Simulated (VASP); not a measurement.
# KCl in VASP: further runs

Aim: see how the results for KCl move with the level of theory and the settings. Levels: r2SCAN, PBE. Tasks: single point.

All numbers are computed with VASP 6.6.1; they aren't measurements. Logs are shortened: lines on timing, memory, paths and dates and some standing lists are left out, and cuts for length are marked.

### Step 1. The cell of the first run

It takes space group P4/mmm (No. 123, tetragonal). The conventional cell has a = 3.771 Å, b = 3.771 Å, c = 3.894 Å, α = 90.00°, β = 90.00°, γ = 90.00°. Within 4.3 Å of K (site symmetry 4/mmm) lie 8 Cl at 3.30 Å and 6 K at 3.77 to 3.89 Å. Cl (site symmetry 4/mmm) has 8 K at 3.30 Å and 6 Cl at 3.77 to 3.89 Å within 4.3 Å.

### Step 2. Single point, r2SCAN (uniaxial x strain +3.3%)

File POSCAR:

```
KCl
1.0
    3.8944911150      0.0000000000      0.0000000000
    0.0000000000      3.7708085932      0.0000000000
    0.0000000000      0.0000000000      3.7708085932
K Cl
1 1
Direct
    0.0000000000      0.0000000000      0.0000000000
    0.5000000000      0.5000000000      0.5000000000
```

File INCAR.step1:

```
SYSTEM = KCl
PREC = Accurate
ENCUT = 520
ISMEAR = 0
SIGMA = 0.01
LREAL = .FALSE.
LASPH = .TRUE.
NELM = 80
NBANDS = 15
GGA = PE
ALGO = Normal
EDIFF = 1E-4
LWAVE = .TRUE.
LCHARG = .FALSE.
```

File INCAR.step2:

```
SYSTEM = KCl
PREC = Accurate
ENCUT = 520
EDIFF = 1E-6
ISMEAR = 0
SIGMA = 0.01
LREAL = .FALSE.
LASPH = .TRUE.
NELM = 80
ALGO = Normal
ISIF = 2
LWAVE = .FALSE.
LCHARG = .FALSE.
METAGGA = R2SCAN
LMIXTAU = .TRUE.
NBANDS = 15
ISTART = 1
```

File KPOINTS:

```
Automatic mesh
0
G
  8 8 8
  0 0 0
```

Potentials or basis: VASP PAW PBE potentials, release 64 (K_sv, Cl).

On the command line:

```sh
cat potpaw_PBE.64/K_sv/POTCAR potpaw_PBE.64/Cl/POTCAR > POTCAR
cp INCAR.step1 INCAR
mpirun -np 1 vasp_std > vasp.out
cp INCAR.step2 INCAR
mpirun -np 1 vasp_std > vasp.out
```

OUTCAR:

```text
SYSTEM = KCl
   PREC = Accurate
   ENCUT = 520
   EDIFF = 1E-6
   ISMEAR = 0
   LREAL = .FALSE.
   LASPH = .TRUE.
   NELM = 80
   ISIF = 2
   METAGGA = R2SCAN
   ISTART = 1

 ion  position               nearest neighbor table
   1  0.000  0.000  0.000-
   2  0.500  0.500  0.500-

  LATTYP: Found a simple tetragonal cell.
 ALAT       =     3.7708085932
 C/A-ratio  =     1.0328000000

  Lattice vectors:

 A1 = (   0.0000000000,   3.7708085932,   0.0000000000)
 A2 = (   0.0000000000,   0.0000000000,   3.7708085932)
 A3 = (   3.8944911150,   0.0000000000,   0.0000000000)

Analysis of symmetry for initial positions (statically):
=====================================================================
 Subroutine PRICEL returns:
 Original cell was already a primitive cell.

 Routine SETGRP: Setting up the symmetry group for a
 simple tetragonal supercell.

 Subroutine GETGRP returns: Found 16 space group operations
 (whereof 16 operations were pure point group operations)
 out of a pool of 16 trial point group operations.

The static configuration has the point symmetry D_4h.

Analysis of symmetry for dynamics (positions and initial velocities):
=====================================================================
 Subroutine PRICEL returns:
 Original cell was already a primitive cell.

 Routine SETGRP: Setting up the symmetry group for a
 simple tetragonal supercell.

 Subroutine GETGRP returns: Found 16 space group operations
 (whereof 16 operations were pure point group operations)
 out of a pool of 16 trial point group operations.

The dynamic configuration has the point symmetry D_4h.

 Subroutine INISYM returns: Found 16 space group operations
 (whereof 16 operations are pure point group operations),
 and found     1 'primitive' translations

----------------------------------------------------------------------------------------

                                     Primitive cell

  volume of cell :      55.3758

  direct lattice vectors                    reciprocal lattice vectors
     3.894491115  0.000000000  0.000000000     0.256772957  0.000000000  0.000000000
     0.000000000  3.770808593  0.000000000     0.000000000  0.265195110  0.000000000
     0.000000000  0.000000000  3.770808593     0.000000000  0.000000000  0.265195110

  length of vectors
     3.894491115  3.770808593  3.770808593     0.256772957  0.265195110  0.265195110

  position of ions in fractional coordinates (direct lattice)
     0.000000000  0.000000000  0.000000000
     0.500000000  0.500000000  0.500000000

  ion indices of the primitive-cell ions
   primitive index   ion index
                 1           1
                 2           2

----------------------------------------------------------------------------------------

 KPOINTS: Automatic mesh

Automatic generation of k-mesh.
 Grid dimensions read from file:
 generate k-points for:    8    8    8

 Generating k-lattice:

  Cartesian coordinates                     Fractional coordinates (reciprocal lattice)
     0.032096620  0.000000000  0.000000000     0.125000000  0.000000000  0.000000000
     0.000000000  0.033149389  0.000000000     0.000000000  0.125000000  0.000000000
     0.000000000  0.000000000  0.033149389     0.000000000  0.000000000  0.125000000

  Length of vectors
     0.032096620  0.033149389  0.033149389

  Shift w.r.t. Gamma in fractional coordinates (k-lattice)
     0.000000000  0.000000000  0.000000000

 Subroutine IBZKPT returns following result:
 ===========================================

 Found     75 irreducible k-points:

 Following reciprocal coordinates:
            Coordinates               Weight
  0.000000  0.000000  0.000000      1.000000
  0.125000  0.000000  0.000000      2.000000
  0.250000  0.000000  0.000000      2.000000
  0.375000  0.000000  0.000000      2.000000
  0.500000  0.000000  0.000000      1.000000
  0.000000  0.125000  0.000000      4.000000
[... 16 lines left out ...]
  0.250000  0.500000  0.000000      4.000000
  0.375000  0.500000  0.000000      4.000000
 [... further k-points ...]
   k-points           NKPTS =     75   k-points in BZ     NKDIM =     75   number of bands    NBANDS=     15
   number of dos      NEDOS =    301   number of ions     NIONS =      2
   total plane-waves  NPLWV =  23520
   dimension x,y,z NGX =    30 NGY =   28 NGZ =   28
   dimension x,y,z NGXF=    60 NGYF=   56 NGZF=   56
   ions per type =               1   1
   NGX,Y,Z   is equivalent  to a cutoff of  12.81, 12.34, 12.34 a.u.
   NGXF,Y,Z  is equivalent  to a cutoff of  25.61, 24.69, 24.69 a.u.
 SYSTEM =  KCl
   PREC   = accura    normal or accurate (medium, high low for compatibility)
   ISTART =      1    job   : 0-new  1-cont  2-samecut
   ICHARG =      0    charge: 1-file 2-atom 10-const
   ISPIN  =      1    spin polarized calculation?
   LNONCOLLINEAR =      F non collinear calculations
   LSORBIT =      F    spin-orbit coupling
   LASPH  =      T    aspherical Exc in radial PAW
   ENCUT  =  520.0 eV  38.22 Ry    6.18 a.u.   7.24  7.01  7.01*2*pi/ulx,y,z
   NELM   =     80;   NELMIN=  2; NELMDL=  0     # of ELM steps
   EDIFF  = 0.1E-05   stopping-criterion for ELM
   LREAL  =      F    real-space projection
   EDIFFG = 0.1E-04   stopping-criterion for IOM
   NSW    =      0    number of steps for IOM
   IBRION =     -1    ionic relax: 0-MD 1-quasi-New 2-CG
   NFREE  =      0    steps in history (QN), initial steepest desc. (CG)
   ISIF   =      2    stress and relaxation
   ISYM   =      2    0-nonsym 1-usesym 2-fastsym
   POTIM  = 0.5000    time-step for ionic-motion
   TEBEG  =    0.0;   TEEND  =   0.0 temperature during run
   PSTRESS=    0.0 pullay stress
   NELECT =      16.0000    total number of electrons
   NUPDOWN=      -1.0000    fix difference up-down
   EMIN   =  10.00;   EMAX   =-10.00  energy-range for DOS
   EFERMI =   0.00;   METHOD = LEGACY
   ISMEAR =     0;   SIGMA  =   0.01  broadening in eV -4-tet -1-fermi 0-gaus
   EFERMI_NEDOS =   21; number of points for ismear=-14 and -15
   IALGO  =     38    algorithm
   IMIX   =      4    mixing-type and parameters
     AMIX     =   0.40;   BMIX     =  1.00
     AMIX_MAG =   1.60;   BMIX_MAG =  1.00
  volume/ion in A,a.u.               =      27.69       186.85
  Fermi-wavevector in a.u.,A,eV,Ry     =   1.082285  2.045222 15.937056  1.171341
  Thomas-Fermi vector in A             =   2.218323
   LORBIT       =      0    0 simple, 1 ext, 2 COOP (PROOUT), +10 PAW based schemes
   METAGGA = R2SCAN    functional components
   LHFCALC =     F    Hartree Fock is set to
   AEXX    =    0.0000 exact exchange contribution
   IVDW    =     0    specifies the selected vdW correction
   LEPSILON=     F    determine dielectric tensor
   LRPA    =     F    only Hartree local field effects (RPA)
 non-spin polarized calculation
 Gauss-broadening in eV      SIGMA  =   0.01
  energy-cutoff  :      520.00
  volume of cell :       55.38
 maximum number of plane-waves:      1512
 NGX is ok and might be reduce to    30
   NGX = 15   NGY = 15   NGZ = 15

 number of electron      16.0000001 magnetization

 Free energy of the ion-electron system (eV)
  ---------------------------------------------------
  ext. energy  EPLUGINS =         0.00000000
  ---------------------------------------------------
  free energy    TOTEN  =       -16.39868865 eV

  energy without entropy =      -16.39868865  energy(sigma->0) =      -16.39868865

 E-fermi :  -0.9802     XC(G=0):  -8.5818

 val. band max:       -1.0678453673   @ k =   0.5000   0.5000   0.0000
 cond. band min:       4.5186024471   @ k =   0.0000   0.0000   0.0000
 fundamental gap:      5.5864478144
 Fermi energy:        -0.9801770953

 k-point     1 :       0.0000    0.0000    0.0000
  band No.  band energies     occupation
      1     -30.2677      2.00000
      2     -14.2908      2.00000
      3     -12.8892      2.00000
      4     -12.8777      2.00000
      5     -12.8777      2.00000
      6      -1.4471      2.00000
      7      -1.2687      2.00000
      8      -1.2687      2.00000
      9       4.5186      0.00000
     10       5.9437      0.00000
     11       6.0736      0.00000
     12      10.3263      0.00000
     13      10.3263      0.00000
     14      10.5452      0.00000
     15      13.1976      0.00000

 k-point     2 :       0.1250    0.0000    0.0000
  band No.  band energies     occupation
      1     -30.2654      2.00000
      2     -14.3155      2.00000
      3     -12.8738      2.00000
      4     -12.8738      2.00000
      5     -12.8653      2.00000
      6      -1.7156      2.00000
      7      -1.2721      2.00000
      8      -1.2721      2.00000
      9       4.8921      0.00000
     10       6.1978      0.00000
     11       6.2431      0.00000
     12      10.2979      0.00000
     13      10.2979      0.00000
     14      10.6152      0.00000
     15      12.6108      0.00000

 k-point     3 :       0.2500    0.0000    0.0000
  band No.  band energies     occupation
      1     -30.2597      2.00000
      2     -14.3747      2.00000
      3     -12.8643      2.00000
      4     -12.8643      2.00000
      5     -12.8062      2.00000
      6      -2.2731      2.00000
      7      -1.2807      2.00000
      8      -1.2807      2.00000
      9       5.7668      0.00000
     10       6.5532      0.00000
     11       7.0024      0.00000
     12      10.2751      0.00000
     13      10.2751      0.00000
     14      10.7991      0.00000
     15      11.4202      0.00000

 k-point     4 :       0.3750    0.0000    0.0000
  band No.  band energies     occupation
      1     -30.2540      2.00000
      2     -14.4333      2.00000
      3     -12.8549      2.00000
      4     -12.8549      2.00000
      5     -12.7448      2.00000
      6      -2.7475      2.00000
      7      -1.2898      2.00000
      8      -1.2898      2.00000
      9       6.7868      0.00000
     10       7.0532      0.00000
     11       7.7250      0.00000
     12      10.2892      0.00000
     13      10.3417      0.00000
     14      10.3417      0.00000
     15      11.0105      0.00000
[... 307 lines left out ...]
 k-point    22 :       0.1250    0.5000    0.0000
  band No.  band energies     occupation
      1     -30.2428      2.00000
      2     -14.3778      2.00000
      3     -12.8856      2.00000
      4     -12.8409      2.00000
      5     -12.8141      2.00000
      6      -2.8643      2.00000
      7      -1.6026      2.00000
      8      -1.2304      2.00000
      9       7.2212      0.00000
     10       7.5047      0.00000
     11       8.1992      0.00000
     12       9.5033      0.00000
     13       9.9290      0.00000
     14      10.2968      0.00000
     15      10.8552      0.00000

 k-point    23 :       0.2500    0.5000    0.0000
  band No.  band energies     occupation
      1     -30.2377      2.00000
      2     -14.2517      2.00000
      3     -12.9654      2.00000
      4     -12.9253      2.00000
      5     -12.8341      2.00000
      6      -2.6806      2.00000
      7      -1.9287      2.00000
      8      -1.1648      2.00000
      9       6.5490      0.00000
     10       7.3800      0.00000
     11       8.8997      0.00000
     12       9.3241      0.00000
     13       9.4610      0.00000
     14       9.9761      0.00000
     15      11.9749      0.00000

 k-point    24 :       0.3750    0.5000    0.0000
  band No.  band energies     occupation
      1     -30.2325      2.00000
      2     -14.0963      2.00000
      3     -13.0663      2.00000
      4     -13.0435      2.00000
      5     -12.8273      2.00000
      6      -2.4889      2.00000
      7      -2.2205      2.00000
      8      -1.0968      2.00000
      9       5.9313      0.00000
     10       7.1233      0.00000
     11       8.8183      0.00000
     12       8.9243      0.00000
     13      10.0860      0.00000
     14      10.7795      0.00000
     15      12.0773      0.00000

 [... further k-points ...]
[... 5 lines left out ...]
  --------------------------------------------------------------------------------------
  -------------------------------------------------------------------------------------
  Total       -0.5865013     -0.0801756     -0.0801756      0.0000000      0.0000000      0.0000000
  in kB      -16.9691401     -2.3197065     -2.3197065      0.0000000      0.0000000      0.0000000
  external PRESSURE =      -7.2028510 kB  Pullay stress =       0.0000000 kB

 VOLUME and BASIS-vectors are now :
 -----------------------------------------------------------------------------
  energy-cutoff  :      520.00
  volume of cell :       55.38
      direct lattice vectors                 reciprocal lattice vectors
     3.894491115  0.000000000  0.000000000     0.256772957  0.000000000  0.000000000
     0.000000000  3.770808593  0.000000000     0.000000000  0.265195110  0.000000000
     0.000000000  0.000000000  3.770808593     0.000000000  0.000000000  0.265195110

 POSITION                                       TOTAL-FORCE (eV/Angst)
 -----------------------------------------------------------------------------------
      0.00000      0.00000      0.00000         0.000000      0.000000      0.000000
      1.94725      1.88540      1.88540         0.000000      0.000000      0.000000
 -----------------------------------------------------------------------------------
    total drift:                                0.000000      0.000000     -0.000000

  FREE ENERGIE OF THE ION-ELECTRON SYSTEM (eV)
  ---------------------------------------------------
  free  energy   TOTEN  =       -16.3986886525 eV

  energy  without entropy=      -16.3986886525  energy(sigma->0) =      -16.39868865
```

It took 2.4 min on 1 thread of AMD EPYC 7R13 (Zen 3), shared host; peak memory 0.18 GiB.

What came out:

```
Free energy            : -16.3987 eV
Pressure               : -0.7 GPa
Band gap on the k mesh : 5.59 eV, indirect (least direct gap 5.79 eV)
```

Caveat: the cell differs from its parent crystal (uniaxial x strain +3.3%); the PAW data sets were made with another functional, which shifts forces and pressure a little.

(Part 1 of 2 ends here.)
